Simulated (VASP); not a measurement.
# Ti (P6_3/mmc) in VASP: a series of runs

The runs below take Ti through single point, relaxation of cell and atoms, with LDA.

Program: VASP 6.6.1. These are calculated values, not measurements. Logs are shortened: lines on timing, memory, paths and dates and some standing lists are left out, and cuts for length are marked.

**1. The cell of the first run**

It takes space group P6_3/mmc (No. 194, hexagonal). The conventional cell has a = 2.864 Å, b = 2.864 Å, c = 4.535 Å, α = 90.00°, β = 90.00°, γ = 120.00°. Ti (site symmetry -6m2) has 12 Ti at 2.81 to 2.86 Å within 3.7 Å.

**2. Single point, LDA**

INCAR reads:

```
SYSTEM = Ti
PREC     = Accurate       ! precision mode
ENCUT    = 520            ! plane-wave cutoff, eV
EDIFF    = 1E-7           ! SCF threshold, eV
ISMEAR   = 0              ! smearing method
SIGMA    = 0.1            ! smearing width, eV
LREAL    = .False.        ! projectors in reciprocal space
LASPH    = .True.         ! aspherical terms in the spheres
NELM     = 60             ! most SCF steps
ALGO     = Fast           ! electronic algorithm
ISIF     = 2              ! what is computed and relaxed
LWAVE    = .False.        ! write WAVECAR
LCHARG   = .True.         ! write CHGCAR
LELF     = .True.         ! ELF
LVHAR    = .True.       
NBANDS   = 19             ! bands
```

KPOINTS reads:

```
regular mesh
0
Gamma
  18 18 10
  0 0 0
```

POSCAR reads:

```
Ti
1.0
    2.8639615636      0.0000000000      0.0000000000
   -1.4319807818      2.4802634695      0.0000000000
    0.0000000000      0.0000000000      4.5347483852
Ti
2
Direct
    0.3333333333      0.6666666667      0.2500000000
    0.6666666667      0.3333333333      0.7500000000
```

Potentials or basis: VASP PAW LDA potentials, release 64 (Ti_sv).

Launch:

```console
$ cat potpaw_LDA.64/Ti_sv/POTCAR > POTCAR
$ mpirun -np 1 vasp_std > vasp.out
```

OUTCAR:

```text
SYSTEM = Ti
   PREC = Accurate
   ENCUT = 520
   EDIFF = 1E-7
   ISMEAR = 0
   LREAL = .False.
   LASPH = .True.
   NELM = 60
   ISIF = 2

 ion  position               nearest neighbor table
   1  0.333  0.667  0.250-   2 2.81   2 2.81   2 2.81   2 2.81   2 2.81   2 2.81
   2  0.667  0.333  0.750-   1 2.81   1 2.81   1 2.81   1 2.81   1 2.81   1 2.81

  LATTYP: Found a hexagonal cell.
 ALAT       =     2.8639615636
 C/A-ratio  =     1.5833831162

  Lattice vectors:

 A1 = (   2.8639615636,   0.0000000000,   0.0000000000)
 A2 = (  -1.4319807818,   2.4802634695,   0.0000000000)
 A3 = (   0.0000000000,   0.0000000000,   4.5347483852)

Analysis of symmetry for initial positions (statically):
=====================================================================
 Subroutine PRICEL returns:
 Original cell was already a primitive cell.

 Routine SETGRP: Setting up the symmetry group for a
 hexagonal supercell.

 Subroutine GETGRP returns: Found 24 space group operations
 (whereof 12 operations were pure point group operations)
 out of a pool of 24 trial point group operations.

The static configuration has the point symmetry D_3d.
 The point group associated with its full space group is D_6h.

Analysis of symmetry for dynamics (positions and initial velocities):
=====================================================================
 Subroutine PRICEL returns:
 Original cell was already a primitive cell.

 Routine SETGRP: Setting up the symmetry group for a
 hexagonal supercell.

 Subroutine GETGRP returns: Found 24 space group operations
 (whereof 12 operations were pure point group operations)
 out of a pool of 24 trial point group operations.

The dynamic configuration has the point symmetry D_3d.
 The point group associated with its full space group is D_6h.

 Subroutine INISYM returns: Found 24 space group operations
 (whereof 12 operations are pure point group operations),
 and found     1 'primitive' translations

----------------------------------------------------------------------------------------

                                     Primitive cell

  volume of cell :      32.2120

  direct lattice vectors                    reciprocal lattice vectors
     2.863961564  0.000000000  0.000000000     0.349166697  0.201591487  0.000000000
    -1.431980782  2.480263470  0.000000000     0.000000000  0.403182973  0.000000000
     0.000000000  0.000000000  4.534748385     0.000000000  0.000000000  0.220519402

  length of vectors
     2.863961564  2.863961564  4.534748385     0.403182973  0.403182973  0.220519402

  position of ions in fractional coordinates (direct lattice)
     0.333333333  0.666666667  0.250000000
     0.666666667  0.333333333  0.750000000

  ion indices of the primitive-cell ions
   primitive index   ion index
                 1           1
                 2           2

----------------------------------------------------------------------------------------

 KPOINTS: regular mesh

Automatic generation of k-mesh.
 Grid dimensions read from file:
 generate k-points for:   18   18   10

 Generating k-lattice:

  Cartesian coordinates                     Fractional coordinates (reciprocal lattice)
     0.019398150  0.011199527  0.000000000     0.055555556  0.000000000  0.000000000
     0.000000000  0.022399054  0.000000000     0.000000000  0.055555556  0.000000000
     0.000000000  0.000000000  0.022051940     0.000000000  0.000000000  0.100000000

  Length of vectors
     0.022399054  0.022399054  0.022051940

  Shift w.r.t. Gamma in fractional coordinates (k-lattice)
     0.000000000  0.000000000  0.000000000

 Subroutine IBZKPT returns following result:
 ===========================================

 Found    222 irreducible k-points:

 Following reciprocal coordinates:
            Coordinates               Weight
  0.000000  0.000000  0.000000      1.000000
  0.055556  0.000000  0.000000      6.000000
  0.111111  0.000000  0.000000      6.000000
  0.166667  0.000000  0.000000      6.000000
  0.222222  0.000000  0.000000      6.000000
  0.277778  0.000000  0.000000      6.000000
[... 16 lines left out ...]
  0.333333  0.111111  0.000000     12.000000
  0.388889  0.111111  0.000000     12.000000
 [... further k-points ...]
   k-points           NKPTS =    222   k-points in BZ     NKDIM =    222   number of bands    NBANDS=     19
   number of dos      NEDOS =    301   number of ions     NIONS =      2
   total plane-waves  NPLWV =  20736
   dimension x,y,z NGX =    24 NGY =   24 NGZ =   36
   dimension x,y,z NGXF=    48 NGYF=   48 NGZF=   72
   ions per type =               2
   NGX,Y,Z   is equivalent  to a cutoff of  13.93, 13.93, 13.20 a.u.
   NGXF,Y,Z  is equivalent  to a cutoff of  27.86, 27.86, 26.40 a.u.
 SYSTEM =  Ti
   PREC   = accura    normal or accurate (medium, high low for compatibility)
   ISTART =      0    job   : 0-new  1-cont  2-samecut
   ICHARG =      2    charge: 1-file 2-atom 10-const
   ISPIN  =      1    spin polarized calculation?
   LNONCOLLINEAR =      F non collinear calculations
   LSORBIT =      F    spin-orbit coupling
   LASPH  =      T    aspherical Exc in radial PAW
   ENCUT  =  520.0 eV  38.22 Ry    6.18 a.u.   5.33  5.33  8.43*2*pi/ulx,y,z
   NELM   =     60;   NELMIN=  2; NELMDL= -5     # of ELM steps
   EDIFF  = 0.1E-06   stopping-criterion for ELM
   LREAL  =      F    real-space projection
   EDIFFG = 0.1E-05   stopping-criterion for IOM
   NSW    =      0    number of steps for IOM
   IBRION =     -1    ionic relax: 0-MD 1-quasi-New 2-CG
   NFREE  =      0    steps in history (QN), initial steepest desc. (CG)
   ISIF   =      2    stress and relaxation
   ISYM   =      2    0-nonsym 1-usesym 2-fastsym
   POTIM  = 0.5000    time-step for ionic-motion
   TEBEG  =    0.0;   TEEND  =   0.0 temperature during run
   PSTRESS=    0.0 pullay stress
   NELECT =      24.0000    total number of electrons
   NUPDOWN=      -1.0000    fix difference up-down
   EMIN   =  10.00;   EMAX   =-10.00  energy-range for DOS
   EFERMI =   0.00;   METHOD = LEGACY
   ISMEAR =     0;   SIGMA  =   0.10  broadening in eV -4-tet -1-fermi 0-gaus
   EFERMI_NEDOS =   21; number of points for ismear=-14 and -15
   IALGO  =     68    algorithm
   IMIX   =      4    mixing-type and parameters
     AMIX     =   0.40;   BMIX     =  1.00
     AMIX_MAG =   1.60;   BMIX_MAG =  1.00
  volume/ion in A,a.u.               =      16.11       108.69
  Fermi-wavevector in a.u.,A,eV,Ry     =   1.484132  2.804603 29.968840  2.202648
  Thomas-Fermi vector in A             =   2.597707
   LORBIT       =      0    0 simple, 1 ext, 2 COOP (PROOUT), +10 PAW based schemes
   GGA     = CA    functional components
   LHFCALC =     F    Hartree Fock is set to
   AEXX    =    0.0000 exact exchange contribution
   IVDW    =     0    specifies the selected vdW correction
   LEPSILON=     F    determine dielectric tensor
   LRPA    =     F    only Hartree local field effects (RPA)
 non-spin polarized calculation
 RMM-DIIS sequential band-by-band and
 Gauss-broadening in eV      SIGMA  =   0.10
  energy-cutoff  :      520.00
  volume of cell :       32.21
 maximum number of plane-waves:       884
 NGX is ok and might be reduce to    24
   NGX = 11   NGY = 11   NGZ = 17

 number of electron      24.0000003 magnetization

 Free energy of the ion-electron system (eV)
  ---------------------------------------------------
  ext. energy  EPLUGINS =         0.00000000
  ---------------------------------------------------
  free energy    TOTEN  =       -17.10487390 eV

  energy without entropy =      -17.09502630  energy(sigma->0) =      -17.09995010

 E-fermi :   8.9179     XC(G=0): -12.1507

 val. band max:        8.9159775992   @ k =   0.3889   0.1667   0.3000
 cond. band min:       8.9214837123   @ k =   0.0556   0.0000   0.5000
 fundamental gap:      0.0055061131
 Fermi energy:         8.9179134750

 k-point     1 :       0.0000    0.0000    0.0000
  band No.  band energies     occupation
      1     -47.1384      2.00000
      2     -46.9426      2.00000
      3     -24.2138      2.00000
      4     -23.3805      2.00000
      5     -23.3805      2.00000
      6     -23.2829      2.00000
[... 11 lines left out ...]
     18      10.6226      0.00000
     19      12.3325      0.00000

 k-point     2 :       0.0556    0.0000    0.0000
  band No.  band energies     occupation
      1     -47.1341      2.00000
      2     -46.9409      2.00000
      3     -24.2048      2.00000
      4     -23.3991      2.00000
      5     -23.3868      2.00000
      6     -23.2866      2.00000
[... 11 lines left out ...]
     18      10.5674      0.00000
     19      12.3632      0.00000

 k-point     3 :       0.1111    0.0000    0.0000
  band No.  band energies     occupation
      1     -47.1214      2.00000
      2     -46.9359      2.00000
      3     -24.1785      2.00000
      4     -23.4529      2.00000
      5     -23.4044      2.00000
      6     -23.3250      2.00000
[... 11 lines left out ...]
     18      10.4897      0.00000
     19      12.4402      0.00000

 k-point     4 :       0.1667    0.0000    0.0000
  band No.  band energies     occupation
      1     -47.1015      2.00000
      2     -46.9287      2.00000
      3     -24.1365      2.00000
      4     -23.5356      2.00000
      5     -23.4306      2.00000
      6     -23.4079      2.00000
[... 407 lines left out ...]
     18      12.4783      0.00000
     19      12.6734      0.00000

 k-point    23 :       0.3333    0.1111    0.0000
  band No.  band energies     occupation
      1     -46.9882      2.00000
      2     -46.9049      2.00000
      3     -23.9169      2.00000
      4     -23.8641      2.00000
      5     -23.7774      2.00000
      6     -23.5747      2.00000
[... 11 lines left out ...]
     18      12.6971      0.00000
     19      13.0265      0.00000

 k-point    24 :       0.3889    0.1111    0.0000
  band No.  band energies     occupation
      1     -46.9702      2.00000
      2     -46.9060      2.00000
      3     -23.9679      2.00000
      4     -23.8115      2.00000
      5     -23.8109      2.00000
      6     -23.5991      2.00000
[... 11 lines left out ...]
     18      12.7102      0.00000
     19      13.5801      0.00000

 [... further k-points ...]

------------------------ aborting loop because EDIFF is reached ----------------------------------------

  FORCE on cell =-STRESS in cart. coord.  units (eV):
  Direction    XX          YY          ZZ          XY          YZ          ZX
  --------------------------------------------------------------------------------------
  -------------------------------------------------------------------------------------
  Total       -0.0609557     -0.0609557     -0.0562588      0.0000000     -0.0000000      0.0000000
  in kB       -3.0318414     -3.0318414     -2.7982288      0.0000000     -0.0000000      0.0000000
  external PRESSURE =      -2.9539705 kB  Pullay stress =       0.0000000 kB

 VOLUME and BASIS-vectors are now :
 -----------------------------------------------------------------------------
  energy-cutoff  :      520.00
  volume of cell :       32.21
      direct lattice vectors                 reciprocal lattice vectors
     2.863961564  0.000000000  0.000000000     0.349166697  0.201591487  0.000000000
    -1.431980782  2.480263470  0.000000000     0.000000000  0.403182973  0.000000000
     0.000000000  0.000000000  4.534748385     0.000000000  0.000000000  0.220519402

 POSITION                                       TOTAL-FORCE (eV/Angst)
 -----------------------------------------------------------------------------------
     -0.00000      1.65351      1.13369         0.000000      0.000000      0.000000
      1.43198      0.82675      3.40106        -0.000000      0.000000      0.000000
 -----------------------------------------------------------------------------------
    total drift:                               -0.000000      0.000000     -0.000000

  FREE ENERGIE OF THE ION-ELECTRON SYSTEM (eV)
  ---------------------------------------------------
  free  energy   TOTEN  =       -17.1048738962 eV

  energy  without entropy=      -17.0950262956  energy(sigma->0) =      -17.09995010
```

Wall time 4.9 min (1 thread of Intel Xeon Platinum 8488C (Sapphire Rapids), shared host); peak memory 0.22 GiB.

Results:

- Free energy: -17.1049 eV
- Pressure: -0.3 GPa
- Band gap on the k mesh: zero (bands 12 and 13 overlap by 1.15 eV)

Levels at points of the mesh, in eV from the Fermi level:
```
           k point  band 9  band 10  band 11  band 12  band 13  band 14  band 15  band 16
(0.00, 0.00, 0.00)   -6.29    -2.87     0.78     0.78     0.92     1.11     1.33     1.33
(0.50, 0.00, 0.00)   -2.42    -2.40    -2.06    -0.47     0.44     0.68     1.27     3.65
(0.00, 0.00, 0.50)   -4.34    -4.34     0.08     0.08     0.67     0.67     0.67     0.67
(0.50, 0.00, 0.50)   -2.75    -2.75    -0.92    -0.92     1.61     1.61     1.83     1.83
```

**3. Relaxation of cell and atoms, LDA**

INCAR reads:

```
ALGO = Fast
EDIFF = 1E-6
EDIFFG = -0.005
ENCUT = 600
GGA = CA
IBRION = 2
ISIF = 3
ISMEAR = 0
LASPH = True
LCHARG = False
LREAL = False
LWAVE = False
NELM = 100
NSW = 100
PREC = Accurate
SIGMA = 0.1
```

KPOINTS reads:

```
k-points
0
Gamma
  18 18 10
```

POSCAR reads:

```
Ti
1.0
    2.8679659890      0.0000000000      0.0000000000
   -1.4339829945      2.4837314036      0.0000000000
    0.0000000000      0.0000000000      4.5232344928
Ti
2
Direct
    0.3333333333      0.6666666667      0.2500000000
    0.6666666667      0.3333333333      0.7500000000
```

Potentials or basis: VASP PAW LDA potentials, release 64 (Ti_sv).

Launch:

```console
$ cat potpaw_LDA.64/Ti_sv/POTCAR > POTCAR
$ mpirun -np 1 vasp_std > vasp.out
```

OUTCAR:

```text
EDIFF = 1E-6
   EDIFFG = -0.005
   ENCUT = 600
   GGA = CA
   IBRION = 2
   ISIF = 3
   ISMEAR = 0
   LASPH = True
   LREAL = False
   NELM = 100
   NSW = 100
   PREC = Accurate

 ion  position               nearest neighbor table
   1  0.333  0.667  0.250-   2 2.80   2 2.80   2 2.80   2 2.80   2 2.80   2 2.80
   2  0.667  0.333  0.750-   1 2.80   1 2.80   1 2.80   1 2.80   1 2.80   1 2.80

  LATTYP: Found a hexagonal cell.
 ALAT       =     2.8679659890
 C/A-ratio  =     1.5771576477

  Lattice vectors:

 A1 = (   2.8679659890,   0.0000000000,   0.0000000000)
 A2 = (  -1.4339829945,   2.4837314036,   0.0000000000)
 A3 = (   0.0000000000,   0.0000000000,   4.5232344928)

Analysis of symmetry for initial positions (statically):
=====================================================================
 Subroutine PRICEL returns:
 Original cell was already a primitive cell.

 Routine SETGRP: Setting up the symmetry group for a
 hexagonal supercell.

 Subroutine GETGRP returns: Found 24 space group operations
 (whereof 12 operations were pure point group operations)
 out of a pool of 24 trial point group operations.

The static configuration has the point symmetry D_3d.
[... 271 lines left out ...]

[... ionic steps 4 to 11 ...]

--------------------------------------- Ionic step       12  -------------------------------------------

 number of electron      24.0000003 magnetization

------------------------ aborting loop because EDIFF is reached ----------------------------------------
[... 67 lines left out ...]
--------------------------------------- Ionic step       14  -------------------------------------------

 number of electron      24.0000004 magnetization

 Free energy of the ion-electron system (eV)
  ---------------------------------------------------
  ext. energy  EPLUGINS =         0.00000000
  ---------------------------------------------------
  free energy    TOTEN  =       -17.10404924 eV

  energy without entropy =      -17.09419864  energy(sigma->0) =      -17.09912394

 E-fermi :   8.9396     XC(G=0): -12.1602

 val. band max:        8.9369785672   @ k =   0.3889   0.1667   0.3000
 cond. band min:       8.9417684319   @ k =   0.0556   0.0000   0.5000
 fundamental gap:      0.0047898647
 Fermi energy:         8.9396287792

 k-point     1 :       0.0000    0.0000    0.0000
  band No.  band energies     occupation
      1     -47.1134      2.00000
      2     -46.9163      2.00000
      3     -24.1913      2.00000
      4     -23.3532      2.00000
      5     -23.3532      2.00000
      6     -23.2554      2.00000
[... 433 lines left out ...]
      3     -23.9449      2.00000
      4     -23.7871      2.00000
      5     -23.7865      2.00000
      6     -23.5733      2.00000
[... 8 lines left out ...]
     15      10.1971      0.00000
     16      12.3416      0.00000

 [... further k-points ...]

------------------------ aborting loop because EDIFF is reached ----------------------------------------

  FORCE on cell =-STRESS in cart. coord.  units (eV):
  Direction    XX          YY          ZZ          XY          YZ          ZX
  --------------------------------------------------------------------------------------
  -------------------------------------------------------------------------------------
  Total        0.0062272      0.0062272      0.0062984      0.0000000      0.0000000      0.0000000
  in kB        0.3103358      0.3103358      0.3138821      0.0000000      0.0000000      0.0000000
  external PRESSURE =       0.3115179 kB  Pullay stress =       0.0000000 kB
[... 17 lines left out ...]
  FREE ENERGIE OF THE ION-ELECTRON SYSTEM (eV)
  ---------------------------------------------------
  free  energy   TOTEN  =       -17.1040492351 eV

  energy  without entropy=      -17.0941986368  energy(sigma->0) =      -17.09912394

 reached required accuracy - stopping structural energy minimisation
```

Wall time 19 min (1 thread of Intel Xeon Platinum 8488C (Sapphire Rapids), shared host); peak memory 0.25 GiB.

Results:

- Free energy: -17.1040 eV
- Relaxed volume: 16.07 Å³/atom
- Relaxed cell: a = 2.862 Å, b = 2.862 Å, c = 4.533 Å, α = 90.00°, β = 90.00°, γ = 120.00°
- Space group after relaxing (to 0.1 Å): P6_3/mmc (No. 194)
- Energy gained by relaxing: 0.1 meV/atom
- Ionic steps: 14
- Pressure after relaxing: 0.0 GPa
- Band gap on the k mesh: zero (bands 12 and 13 overlap by 1.15 eV)

Step by step:
| step | energy change (eV) | largest force (eV/Å) | pressure (GPa) | volume (Å³) |
| --- | --- | --- | --- | --- |
| 1 | 0.0000 | 0.0000 | -0.27 | 32.22 |
| 2 | -0.0001 | 0.0000 | -0.85 | 32.09 |
| 3 | 0.0024 | 0.0000 | 1.75 | 31.72 |
| 4 | 0.0003 | 0.0000 | 0.77 | 31.97 |
| 5 | 0.0001 | 0.0000 | 0.90 | 32.03 |
| 6 | 0.0000 | 0.0000 | 0.48 | 32.06 |
| 7 | 0.0000 | 0.0000 | 0.51 | 32.08 |
| 8 | -0.0001 | 0.0000 | 0.35 | 32.09 |
| 9 | -0.0001 | 0.0000 | 0.28 | 32.09 |
| 10 | -0.0001 | 0.0000 | -0.04 | 32.22 |
| 11 | -0.0001 | 0.0000 | -0.09 | 32.17 |
| 12 | -0.0001 | 0.0000 | -0.03 | 32.16 |
| 13 | -0.0002 | 0.0000 | 0.03 | 32.15 |
| 14 | -0.0002 | 0.0000 | 0.03 | 32.15 |

Final structure:
```
Ti
1.0
     2.86177    0.00000    0.00000
    -1.43088    2.47836    0.00000
     0.00000    0.00000    4.53288
Ti
2
Direct
  0.33333 0.66667 0.25000
  0.66667 0.33333 0.75000
```
